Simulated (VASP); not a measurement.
Crystal: W.

```xyz
1
Lattice="-1.5918 1.5918 1.5918 1.5918 -1.5918 1.5918 1.5918 1.5918 -1.5918" Properties=species:S:1:pos:R:3 pbc="T T T"
W     0.0000    0.0000    0.0000
```

Base run:

```yaml
Program: VASP 6.6.1
Functional: PBE
Potentials_or_basis: VASP PAW PBE potentials, release 64 (W_sv)
Cutoff: 520 eV
k_mesh: 18 × 18 × 18
Occupations: gaussian, width 0.1 eV
Spin: no spin polarisation
```

Its results: pressure 0.5 GPa.

Task: The run is repeated on the same cell with these changes: spin from no spin polarisation to non-collinear spin, zero start, spin-orbit coupling; further incar settings from ALGO = Normal; EDIFF = 1e-07; NBANDS = 13 to ALGO = Normal; EDIFF = 1e-06; NBANDS = 25. What comes out?

Result: Pressure 1.5 GPa; net moment 0.00 μB per cell.
